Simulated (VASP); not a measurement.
# KCl (I4/mmm) in VASP: a series of runs, part 2 of 2

VASP 6.6.1. The steps go on from the part before.

**5. Single point, PBEsol (zz strain of +2 %)**

INCAR

```
SYSTEM = KCl
PREC     = Accurate       ! precision mode
ENCUT    = 520            ! plane-wave cutoff, eV
EDIFF    = 1E-6           ! SCF threshold, eV
ISMEAR   = -1             ! smearing method
SIGMA    = 0.03           ! smearing width, eV
LREAL    = .False.        ! projectors in reciprocal space
LASPH    = .True.         ! aspherical terms in the spheres
NELM     = 60             ! most SCF steps
ALGO     = Normal         ! electronic algorithm
ISIF     = 2              ! what is computed and relaxed
LWAVE    = .False.        ! write WAVECAR
LCHARG   = .False.        ! write CHGCAR
GGA      = PS             ! functional
NBANDS   = 15             ! bands
```

KPOINTS

```
regular mesh
0
Gamma
  7 7 7
  0 0 0
```

POSCAR

```
KCl
1.0
    0.0000000000      3.1561000000      3.2192220000
    3.1561000000      0.0000000000      3.2192220000
    3.1561000000      3.1561000000      0.0000000000
K Cl
1 1
Direct
    0.0000000000      0.0000000000      0.0000000000
    0.5000000000      0.5000000000      0.5000000000
```

Potentials or basis: VASP PAW PBE potentials, release 64 (K_sv, Cl).

Started as:

```console
> cat potpaw_PBE.64/K_sv/POTCAR potpaw_PBE.64/Cl/POTCAR > POTCAR
> mpirun -np 1 vasp_std > vasp.out
```

OUTCAR:

```text
SYSTEM = KCl
   PREC = Accurate
   ENCUT = 520
   EDIFF = 1E-6
   ISMEAR = -1
   LREAL = .False.
   LASPH = .True.
   NELM = 60
   ISIF = 2
   GGA = PS

 ion  position               nearest neighbor table
   1  0.000  0.000  0.000-   2 3.16   2 3.16   2 3.16   2 3.16   2 3.22   2 3.22
   2  0.500  0.500  0.500-   1 3.16   1 3.16   1 3.16   1 3.16   1 3.22   1 3.22

  LATTYP: Found a body centered tetragonal cell.
 ALAT       =     4.4633994242
 C/A-ratio  =     1.4424978336

  Lattice vectors:

 A1 = (  -3.1561000000,   0.0000000000,   3.2192220000)
 A2 = (   3.1561000000,   0.0000000000,   3.2192220000)
 A3 = (   0.0000000000,   3.1561000000,  -3.2192220000)

Analysis of symmetry for initial positions (statically):
=====================================================================
 Subroutine PRICEL returns:
 Original cell was already a primitive cell.

 Routine SETGRP: Setting up the symmetry group for a
 body centered tetragonal supercell.

 Subroutine GETGRP returns: Found 16 space group operations
 (whereof 16 operations were pure point group operations)
 out of a pool of 16 trial point group operations.

The static configuration has the point symmetry D_4h.

Analysis of symmetry for dynamics (positions and initial velocities):
=====================================================================
 Subroutine PRICEL returns:
 Original cell was already a primitive cell.

 Routine SETGRP: Setting up the symmetry group for a
 body centered tetragonal supercell.

 Subroutine GETGRP returns: Found 16 space group operations
 (whereof 16 operations were pure point group operations)
 out of a pool of 16 trial point group operations.

The dynamic configuration has the point symmetry D_4h.

 Subroutine INISYM returns: Found 16 space group operations
 (whereof 16 operations are pure point group operations),
 and found     1 'primitive' translations

----------------------------------------------------------------------------------------

                                     Primitive cell

  volume of cell :      64.1331

  direct lattice vectors                    reciprocal lattice vectors
     0.000000000  3.156100000  3.219222000    -0.158423371  0.158423371  0.155317030
     3.156100000  0.000000000  3.219222000     0.158423371 -0.158423371  0.155317030
     3.156100000  3.156100000  0.000000000     0.158423371  0.158423371 -0.155317030

  length of vectors
     4.508254373  4.508254373  4.463399424     0.272615679  0.272615679  0.272615679

  position of ions in fractional coordinates (direct lattice)
     0.000000000  0.000000000  0.000000000
     0.500000000  0.500000000  0.500000000

  ion indices of the primitive-cell ions
   primitive index   ion index
                 1           1
                 2           2

----------------------------------------------------------------------------------------

 KPOINTS: regular mesh

Automatic generation of k-mesh.
 Grid dimensions read from file:
 generate k-points for:    7    7    7

 Generating k-lattice:

[... 40 lines left out ...]
  0.428571  0.285714  0.142857      8.000000
 -0.428571  0.285714  0.142857     16.000000
 [... further k-points ...]
   k-points           NKPTS =     40   k-points in BZ     NKDIM =     40   number of bands    NBANDS=     15
   number of dos      NEDOS =    301   number of ions     NIONS =      2
   total plane-waves  NPLWV =  46656
   dimension x,y,z NGX =    36 NGY =   36 NGZ =   36
   dimension x,y,z NGXF=    72 NGYF=   72 NGZF=   72
   ions per type =               1   1
   NGX,Y,Z   is equivalent  to a cutoff of  13.28, 13.28, 13.41 a.u.
   NGXF,Y,Z  is equivalent  to a cutoff of  26.55, 26.55, 26.82 a.u.
 SYSTEM =  KCl
   PREC   = accura    normal or accurate (medium, high low for compatibility)
   ISTART =      0    job   : 0-new  1-cont  2-samecut
   ICHARG =      2    charge: 1-file 2-atom 10-const
   ISPIN  =      1    spin polarized calculation?
   LNONCOLLINEAR =      F non collinear calculations
   LSORBIT =      F    spin-orbit coupling
   LASPH  =      T    aspherical Exc in radial PAW
   ENCUT  =  520.0 eV  38.22 Ry    6.18 a.u.   8.38  8.38  8.30*2*pi/ulx,y,z
   NELM   =     60;   NELMIN=  2; NELMDL= -5     # of ELM steps
   EDIFF  = 0.1E-05   stopping-criterion for ELM
   LREAL  =      F    real-space projection
   EDIFFG = 0.1E-04   stopping-criterion for IOM
   NSW    =      0    number of steps for IOM
   IBRION =     -1    ionic relax: 0-MD 1-quasi-New 2-CG
   NFREE  =      0    steps in history (QN), initial steepest desc. (CG)
   ISIF   =      2    stress and relaxation
   ISYM   =      2    0-nonsym 1-usesym 2-fastsym
   POTIM  = 0.5000    time-step for ionic-motion
   TEBEG  =    0.0;   TEEND  =   0.0 temperature during run
   PSTRESS=    0.0 pullay stress
   NELECT =      16.0000    total number of electrons
   NUPDOWN=      -1.0000    fix difference up-down
   EMIN   =  10.00;   EMAX   =-10.00  energy-range for DOS
   EFERMI =   0.00;   METHOD = LEGACY
   ISMEAR =    -1;   SIGMA  =   0.03  broadening in eV -4-tet -1-fermi 0-gaus
   EFERMI_NEDOS =   21; number of points for ismear=-14 and -15
   IALGO  =     38    algorithm
   IMIX   =      4    mixing-type and parameters
     AMIX     =   0.40;   BMIX     =  1.00
     AMIX_MAG =   1.60;   BMIX_MAG =  1.00
  volume/ion in A,a.u.               =      32.07       216.40
  Fermi-wavevector in a.u.,A,eV,Ry     =   1.030593  1.947539 14.451057  1.062123
  Thomas-Fermi vector in A             =   2.164699
   LORBIT       =      0    0 simple, 1 ext, 2 COOP (PROOUT), +10 PAW based schemes
   GGA     = PS    functional components
   LHFCALC =     F    Hartree Fock is set to
   AEXX    =    0.0000 exact exchange contribution
   IVDW    =     0    specifies the selected vdW correction
   LEPSILON=     F    determine dielectric tensor
   LRPA    =     F    only Hartree local field effects (RPA)
 non-spin polarized calculation
  energy-cutoff  :      520.00
  volume of cell :       64.13
 maximum number of plane-waves:      1750
 NGX is ok and might be reduce to    36
   NGX = 17   NGY = 17   NGZ = 17

 number of electron      15.9999999 magnetization

 Free energy of the ion-electron system (eV)
  ---------------------------------------------------
  ext. energy  EPLUGINS =         0.00000000
  ---------------------------------------------------
  free energy    TOTEN  =        -7.01420301 eV

  energy without entropy =       -7.01420301  energy(sigma->0) =       -7.01420301

 E-fermi :  -1.2844     XC(G=0):  -7.5946

 val. band max:       -2.0131203200   @ k =   0.0000   0.0000   0.0000
 cond. band min:       2.9156238689   @ k =   0.0000   0.0000   0.0000
 fundamental gap:      4.9287441890
 Fermi energy:        -1.2844357425

 k-point     1 :       0.0000    0.0000    0.0000
  band No.  band energies     occupation
      1     -29.1318      2.00000
      2     -14.0756      2.00000
      3     -12.6583      2.00000
      4     -12.6570      2.00000
      5     -12.6570      2.00000
      6      -2.0231      2.00000
      7      -2.0131      2.00000
      8      -2.0131      2.00000
      9       2.9156      0.00000
     10       6.1822      0.00000
     11       6.3095      0.00000
     12       6.3095      0.00000
     13       7.0903      0.00000
     14       7.1790      0.00000
[... 401 lines left out ...]
      2     -14.1454      2.00000
      3     -12.7154      2.00000
      4     -12.6960      2.00000
      5     -12.5320      2.00000
      6      -2.7878      2.00000
      7      -2.4017      2.00000
      8      -2.3344      2.00000
      9       5.6047      0.00000
     10       5.9664      0.00000
     11       7.6106      0.00000
     12       8.0837      0.00000
     13       8.6787      0.00000
     14       9.2081      0.00000
     15       9.6543      0.00000

 [... further k-points ...]

------------------------ aborting loop because EDIFF is reached ----------------------------------------

  FORCE on cell =-STRESS in cart. coord.  units (eV):
  Direction    XX          YY          ZZ          XY          YZ          ZX
  --------------------------------------------------------------------------------------
  -------------------------------------------------------------------------------------
  Total       -0.2518448     -0.2518448     -0.4614168      0.0000000     -0.0000000     -0.0000000
  in kB       -6.2916014     -6.2916014    -11.5271384      0.0000000     -0.0000000     -0.0000000
  external PRESSURE =      -8.0367804 kB  Pullay stress =       0.0000000 kB

 VOLUME and BASIS-vectors are now :
 -----------------------------------------------------------------------------
  energy-cutoff  :      520.00
  volume of cell :       64.13
      direct lattice vectors                 reciprocal lattice vectors
     0.000000000  3.156100000  3.219222000    -0.158423371  0.158423371  0.155317030
     3.156100000  0.000000000  3.219222000     0.158423371 -0.158423371  0.155317030
     3.156100000  3.156100000  0.000000000     0.158423371  0.158423371 -0.155317030

 POSITION                                       TOTAL-FORCE (eV/Angst)
 -----------------------------------------------------------------------------------
      0.00000      0.00000      0.00000         0.000000      0.000000     -0.000000
      3.15610      3.15610      3.21922         0.000000     -0.000000      0.000000
 -----------------------------------------------------------------------------------
    total drift:                                0.000000      0.000000      0.000000

  FREE ENERGIE OF THE ION-ELECTRON SYSTEM (eV)
  ---------------------------------------------------
  free  energy   TOTEN  =        -7.0142030110 eV

  energy  without entropy=       -7.0142030110  energy(sigma->0) =       -7.01420301
```

Wall time 40 s (1 thread of Intel Xeon 8259CL, shared host); peak memory 0.22 GiB.

Results:

| Property | Result |
| --- | --- |
| Free energy | -7.0142 eV |
| Pressure | -0.8 GPa |
| Band gap on the k mesh | 4.93 eV |

Caveat: the cell differs from its parent crystal (zz strain of +2 %); the PAW data sets were made with another functional, which shifts forces and pressure a little; an odd mesh through Γ misses points on the zone boundary, where band edges can lie.

**6. Overview**

```tsv
cell	gap on the mesh (eV)	pressure (GPa)
a = 4.419, b = 4.419, c = 4.463 Å, angles 59.7, 59.7, 60.7°, 2 atoms	5.05	-0.2
a = 4.441, b = 4.441, c = 4.463 Å, angles 59.8, 59.8, 60.3°, 2 atoms	5.02	-0.4
a = 4.486, b = 4.486, c = 4.463 Å, angles 60.2, 60.2, 59.7°, 2 atoms	4.96	-0.7
a = 4.508, b = 4.508, c = 4.463 Å, angles 60.3, 60.3, 59.3°, 2 atoms	4.93	-0.8
```

Alike in all rows: task single point; level PBEsol; potentials or basis VASP PAW PBE potentials, release 64 (K_sv, Cl); no spin polarisation; k mesh 7 × 7 × 7; cutoff (eV) 520; smearing fermi-dirac 0.03 eV.

Caveats: the PAW data sets were made with another functional, which shifts forces and pressure a little; an odd mesh through Γ misses points on the zone boundary, where band edges can lie.

Absolute energies hang on the potentials; compare differences alone.
